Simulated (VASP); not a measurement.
# Re (C2/m) in VASP: notebook, part 2 of 2

VASP 6.6.1. The steps go on from the part before.

### 4 Single point, PBE (engineering shear strain xz +0.0000, engineering shear strain yz -0.0733)

The input, INCAR:

```
PREC = Accurate
ENCUT = 520
EDIFF = 1E-6
ISMEAR = 0
SIGMA = 0.15
LREAL = F
LASPH = T
NELM = 60
ALGO = Fast
ISIF = 2
LWAVE = F
LCHARG = F
GGA = PE
NBANDS = 14
```

The input, KPOINTS:

```
Automatic mesh
0
Gamma
  18 18 10
```

The input, POSCAR:

```
Re
1.0
    2.7748241524      0.0000000000      0.0000000000
   -1.3874120762      2.4030682070     -0.0880724498
    0.0000000000     -0.1643468026      4.4842238099
Re
2
Direct
    0.3333333333      0.6666666667      0.2500000000
    0.6666666667      0.3333333333      0.7500000000
```

Potentials or basis: VASP PAW PBE potentials, release 64 (Re).

On the command line:

```bash
> cat potpaw_PBE.64/Re/POTCAR > POTCAR
> mpirun -np 1 vasp_std > vasp.out
```

OUTCAR:

```text
PREC = Accurate
   ENCUT = 520
   EDIFF = 1E-6
   ISMEAR = 0
   LREAL = F
   LASPH = T
   NELM = 60
   ISIF = 2
   GGA = PE

 ion  position               nearest neighbor table
   1  0.333  0.667  0.250-   2 2.66   2 2.71   2 2.71   2 2.80   2 2.80   2 2.85
   2  0.667  0.333  0.750-   1 2.66   1 2.71   1 2.71   1 2.80   1 2.80   1 2.85

  LATTYP: Found a base centered monoclinic cell.
 ALAT       =     4.8093631861
 B/A-ratio  =     0.5769629045
 C/A-ratio  =     0.9330205020
 COS(beta)  =    -0.0732016739

  Lattice vectors:

 A1 = (   1.3874120762,   2.4030682070,  -0.0880724498)
 A2 = (  -1.3874120762,   2.4030682070,  -0.0880724498)
 A3 = (   0.0000000000,  -0.1643468026,   4.4842238099)

Analysis of symmetry for initial positions (statically):
=====================================================================
 Subroutine PRICEL returns:
 Original cell was already a primitive cell.

 Routine SETGRP: Setting up the symmetry group for a
 base centered monoclinic supercell.

 Subroutine GETGRP returns: Found  4 space group operations
 (whereof  4 operations were pure point group operations)
 out of a pool of  4 trial point group operations.

The static configuration has the point symmetry C_2h.

Analysis of symmetry for dynamics (positions and initial velocities):
=====================================================================
 Subroutine PRICEL returns:
 Original cell was already a primitive cell.

 Routine SETGRP: Setting up the symmetry group for a
 base centered monoclinic supercell.

 Subroutine GETGRP returns: Found  4 space group operations
 (whereof  4 operations were pure point group operations)
 out of a pool of  4 trial point group operations.

The dynamic configuration has the point symmetry C_2h.

 Subroutine INISYM returns: Found  4 space group operations
 (whereof  4 operations are pure point group operations),
 and found     1 'primitive' translations

----------------------------------------------------------------------------------------

                                     Primitive cell

  volume of cell :      29.8611

  direct lattice vectors                    reciprocal lattice vectors
     2.774824152  0.000000000  0.000000000     0.360383197  0.208347193  0.007635925
    -1.387412076  2.403068207 -0.088072450     0.000000000  0.416694385  0.015271849
     0.000000000 -0.164346803  4.484223810     0.000000000  0.008184091  0.223303981

  length of vectors
     2.774824152  2.776221503  4.487234454     0.416344700  0.416974148  0.223453904

  position of ions in fractional coordinates (direct lattice)
     0.333333333  0.666666667  0.250000000
     0.666666667  0.333333333  0.750000000

  ion indices of the primitive-cell ions
   primitive index   ion index
                 1           1
                 2           2

----------------------------------------------------------------------------------------

 KPOINTS: Automatic mesh

Automatic generation of k-mesh.
 Grid dimensions read from file:
 generate k-points for:   18   18   10

 Generating k-lattice:

  Cartesian coordinates                     Fractional coordinates (reciprocal lattice)
     0.020021289  0.011574844  0.000424218     0.055555556 -0.000000000  0.000000000
     0.000000000  0.023149688  0.000848436     0.000000000  0.055555556  0.000000000
[... 42 lines left out ...]
   total plane-waves  NPLWV =  20736
   dimension x,y,z NGX =    24 NGY =   24 NGZ =   36
   dimension x,y,z NGXF=    48 NGYF=   48 NGZF=   72
   ions per type =               2
   NGX,Y,Z   is equivalent  to a cutoff of  14.38, 14.37, 13.34 a.u.
   NGXF,Y,Z  is equivalent  to a cutoff of  28.76, 28.74, 26.68 a.u.
 SYSTEM =  unknown system
   PREC   = accura    normal or accurate (medium, high low for compatibility)
   ISTART =      0    job   : 0-new  1-cont  2-samecut
   ICHARG =      2    charge: 1-file 2-atom 10-const
   ISPIN  =      1    spin polarized calculation?
   LNONCOLLINEAR =      F non collinear calculations
   LSORBIT =      F    spin-orbit coupling
   LASPH  =      T    aspherical Exc in radial PAW
   ENCUT  =  520.0 eV  38.22 Ry    6.18 a.u.   5.16  5.16  8.34*2*pi/ulx,y,z
   NELM   =     60;   NELMIN=  2; NELMDL= -5     # of ELM steps
   EDIFF  = 0.1E-05   stopping-criterion for ELM
   LREAL  =      F    real-space projection
   EDIFFG = 0.1E-04   stopping-criterion for IOM
   NSW    =      0    number of steps for IOM
   IBRION =     -1    ionic relax: 0-MD 1-quasi-New 2-CG
   NFREE  =      0    steps in history (QN), initial steepest desc. (CG)
   ISIF   =      2    stress and relaxation
   ISYM   =      2    0-nonsym 1-usesym 2-fastsym
   POTIM  = 0.5000    time-step for ionic-motion
   TEBEG  =    0.0;   TEEND  =   0.0 temperature during run
   PSTRESS=    0.0 pullay stress
   NELECT =      14.0000    total number of electrons
   NUPDOWN=      -1.0000    fix difference up-down
   EMIN   =  10.00;   EMAX   =-10.00  energy-range for DOS
   EFERMI =   0.00;   METHOD = LEGACY
   ISMEAR =     0;   SIGMA  =   0.15  broadening in eV -4-tet -1-fermi 0-gaus
   EFERMI_NEDOS =   21; number of points for ismear=-14 and -15
   IALGO  =     68    algorithm
   IMIX   =      4    mixing-type and parameters
     AMIX     =   0.40;   BMIX     =  1.00
     AMIX_MAG =   1.60;   BMIX_MAG =  1.00
  volume/ion in A,a.u.               =      14.93       100.76
  Fermi-wavevector in a.u.,A,eV,Ry     =   1.271791  2.403337 22.006782  1.617453
  Thomas-Fermi vector in A             =   2.404705
   LORBIT       =      0    0 simple, 1 ext, 2 COOP (PROOUT), +10 PAW based schemes
   GGA     = PE    functional components
   LHFCALC =     F    Hartree Fock is set to
   AEXX    =    0.0000 exact exchange contribution
   IVDW    =     0    specifies the selected vdW correction
   LEPSILON=     F    determine dielectric tensor
   LRPA    =     F    only Hartree local field effects (RPA)
 non-spin polarized calculation
 RMM-DIIS sequential band-by-band and
 Gauss-broadening in eV      SIGMA  =   0.15
  energy-cutoff  :      520.00
  volume of cell :       29.86
 maximum number of plane-waves:       819
 NGX is ok and might be reduce to    24
   NGX = 11   NGY = 11   NGZ = 17

 number of electron      14.0000000 magnetization

 Free energy of the ion-electron system (eV)
  ---------------------------------------------------
  ext. energy  EPLUGINS =         0.00000000
  ---------------------------------------------------
  free energy    TOTEN  =       -24.78134042 eV

  energy without entropy =      -24.76244709  energy(sigma->0) =      -24.77189375

 E-fermi :   7.7538     XC(G=0): -13.6477

 val. band max:        7.7537452142   @ k =   0.2778   0.0556   0.5000
 cond. band min:       7.7539339665   @ k =  -0.3333   0.1667   0.5000
 fundamental gap:      0.0001887523
 Fermi energy:         7.7537832385

 k-point     1 :       0.0000    0.0000    0.0000
  band No.  band energies     occupation
      1      -2.0562      2.00000
      2       1.2110      2.00000
      3       6.0329      2.00000
      4       6.1727      2.00000
      5       6.1822      2.00000
      6       6.9377      2.00000
      7       6.9659      2.00000
      8       7.9314      0.09401
      9       8.0599      0.00390
     10       8.3170      0.00000
     11      10.8881      0.00000
     12      10.9733      0.00000
     13      17.6403      0.00000
     14      21.8878      0.00000
[... 377 lines left out ...]
      1       0.1853      2.00000
      2       2.7063      2.00000
      3       4.3325      2.00000
      4       4.6785      2.00000
      5       5.7159      2.00000
      6       6.6876      2.00000
      7       7.1424      2.00000
      8       8.2625      0.00000
      9       8.4941      0.00000
     10       9.2152      0.00000
     11      11.5175      0.00000
     12      16.1856      0.00000
     13      17.1684      0.00000
     14      22.5797      0.00000

 [... further k-points ...]

------------------------ aborting loop because EDIFF is reached ----------------------------------------

  FORCE on cell =-STRESS in cart. coord.  units (eV):
  Direction    XX          YY          ZZ          XY          YZ          ZX
  --------------------------------------------------------------------------------------
  -------------------------------------------------------------------------------------
  Total        0.2030386      0.0879876      0.2509734      0.0000000      2.1381952      0.0000000
  in kB       10.8939160      4.7209257     13.4658337      0.0000000    114.7236164      0.0000000
  external PRESSURE =       9.6935585 kB  Pullay stress =       0.0000000 kB

 VOLUME and BASIS-vectors are now :
 -----------------------------------------------------------------------------
  energy-cutoff  :      520.00
  volume of cell :       29.86
      direct lattice vectors                 reciprocal lattice vectors
     2.774824152  0.000000000  0.000000000     0.360383197  0.208347193  0.007635925
    -1.387412076  2.403068207 -0.088072450     0.000000000  0.416694385  0.015271849
     0.000000000 -0.164346803  4.484223810     0.000000000  0.008184091  0.223303981

 POSITION                                       TOTAL-FORCE (eV/Angst)
 -----------------------------------------------------------------------------------
     -0.00000      1.56096      1.06234        -0.000000     -0.032307     -0.007555
      1.38741      0.67776      3.33381         0.000000      0.032307      0.007555
 -----------------------------------------------------------------------------------
    total drift:                               -0.000000      0.000000     -0.000000

  FREE ENERGIE OF THE ION-ELECTRON SYSTEM (eV)
  ---------------------------------------------------
  free  energy   TOTEN  =       -24.7813404213 eV

  energy  without entropy=      -24.7624470875  energy(sigma->0) =      -24.77189375
```

It took 9.5 min on 1 thread of Intel Xeon 8259CL, shared host; peak memory 0.43 GiB.

What came out:

```
Free energy            : -24.7813 eV
Pressure               : 1.0 GPa
Largest force          : 0.033 eV/Å
Band gap on the k mesh : zero (bands 7 and 8 overlap by 2.97 eV)
```

Forces in eV/Å, atoms in the order of the input:
```
Re   0.000 -0.032 -0.008
Re   0.000  0.032  0.008
```

Caveat: the cell differs from its parent crystal (engineering shear strain xz +0.0000, engineering shear strain yz -0.0733); spin-orbit coupling is left out, which moves the levels of the heavy elements.

### 5 Overview

```csv
cell,gap on the mesh (eV),pressure (GPa),largest force (eV/Å)
"a = 2.775, b = 2.787, c = 4.511 Å, angles 100.9, 90.0, 119.9°, 2 atoms",none,12.5,0.76
"a = 2.775, b = 2.780, c = 4.496 Å, angles 97.3, 90.0, 119.9°, 2 atoms",none,5.3,0.26
"a = 2.775, b = 2.776, c = 4.487 Å, angles 93.6, 90.0, 120.0°, 2 atoms",none,1.0,0.03
```

Alike in all rows: task single point; level PBE; potentials or basis VASP PAW PBE potentials, release 64 (Re); no spin polarisation; k mesh 18 × 18 × 10; cutoff (eV) 520; smearing gaussian 0.15 eV.

Caveats: spin-orbit coupling is left out, which moves the levels of the heavy elements; the cell stands under pressure (at least some runs).

Absolute energies hang on the potentials; compare differences alone.
